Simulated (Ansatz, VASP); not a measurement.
# One calculation of CuO, two programs

File INCAR:

```
SYSTEM = CuO
ALGO = Normal
EDIFF = 1E-6
ENCUT = 520
GGA = PS
ISIF = 2
ISMEAR = 0
LASPH = .TRUE.
LCHARG = .TRUE.
LELF = .TRUE.
LREAL = .FALSE.
LVHAR = .TRUE.
LWAVE = .FALSE.
NBANDS = 25
NELM = 100
PREC = Accurate
SIGMA = 0.1
```

File KPOINTS:

```
k-points
0
G
  14 14 8
  0 0 0
```

The input POSCAR:

```
CuO
1.0
    2.8795009639      0.0000000000      0.0000000000
    0.0390727580      2.8792794796      0.0000000000
    0.0174953863      0.0172449008      5.1763391994
Cu O
2 2
Direct
    0.5000000000      0.0000000000      0.5000000000
    0.0000000000      0.5000000000      0.0000000000
    0.0015760300      0.9983282200      0.2501129000
    0.9984239700      0.0016717800      0.7498871000
```

Input for Ansatz:

```yaml
crystal:
  lattice:
    - [2.8795009639, 0.0, 0.0]
    - [0.039072758, 2.8792794796, 0.0]
    - [0.0174953863, 0.0172449008, 5.1763391994]
  atoms:
    - { symbol: Cu, position: [0.5, 0.0, 0.5] }
    - { symbol: Cu, position: [0.0, 0.5, 0.0] }
    - { symbol: O, position: [0.00157603, 0.99832822, 0.2501129] }
    - { symbol: O, position: [0.99842397, 0.00167178, 0.7498871] }
basis:
  ecutwfc: 420
kpoints:
  mp_grid: { grid: [14, 14, 8] }
hamiltonian:
  xc: pbesol
scf:
  occupations: { method: gaussian, width: 0.1 }
output:
  forces: true
  stress: true
  eigenvalues: true
  populations: true
```

Alike in both runs: task single point; functional PBEsol; k mesh 14 × 14 × 8; occupations gaussian, width 0.1 eV; no spin polarisation.

```csv
,VASP,Ansatz
version,VASP 6.6.1,Ansatz 0.2.0
potentials or method,"VASP PAW PBE potentials, release 64 (Cu, O), cutoff 520 eV","scalar-relativistic, plane waves, PAW"
valence electrons in the cell,34,50
```

```tsv
	VASP	Ansatz	Ansatz less VASP
gap on the k mesh at the Fermi level (eV)	none	none	-
pressure (GPa)	-1.3	-2.0	-0.74
traceless stress, the component that is largest in VASP (GPa)	-2.22	-2.53	-0.310
rms of the force components (eV/Å)	0.005	0.005	-0.0002
```

VASP's potentials were made for PBE, not for PBEsol. Atom by atom the forces differ by 0.001 eV/Å (rms over components). A gap of «none» marks a metal or a gap that the smearing closes. With one functional, cell and mesh, what is left measures potentials, basis and numerics. VASP's potentials hold 34 valence electrons a cell and Ansatz's 50, so a difference there can come from the potentials and not from the codes.
